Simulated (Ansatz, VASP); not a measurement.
# BeS in VASP and in Ansatz

```
CELL_PARAMETERS angstrom
0.00000 2.43431 2.40996
2.43431 0.00000 2.40996
2.43431 2.43431 0.00000
ATOMIC_POSITIONS crystal
Be 0.00000 0.00000 0.00000
S 0.25000 0.25000 0.25000
```

Change from the starting cell: uniaxial_z strain -1.0%.

Alike in both runs: task single point; functional HSE06; k mesh 6 × 6 × 6; no spin polarisation.

|  | VASP | Ansatz |
| --- | --- | --- |
| version | VASP 6.6.1 | Ansatz 0.2.0 |
| potentials or method | VASP PAW PBE potentials, release 64 (Be, S) | plane waves, PAW |
| plane-wave cutoff (eV) | 520 | 420 |
| occupations | gaussian, width 0.01 eV | fixed |
| valence electrons in the cell | 8 | 8 |

```tsv
	VASP	Ansatz	Ansatz less VASP
gap on the k mesh at the Fermi level (eV)	3.96	3.97	+0.009
pressure (GPa)	-0.1	0.1	+0.15
traceless stress, the component that is largest in VASP (GPa)	0.68	0.68	+0.001
```

Ansatz's warnings: stress exchange threshold loose, stress scf threshold loose.
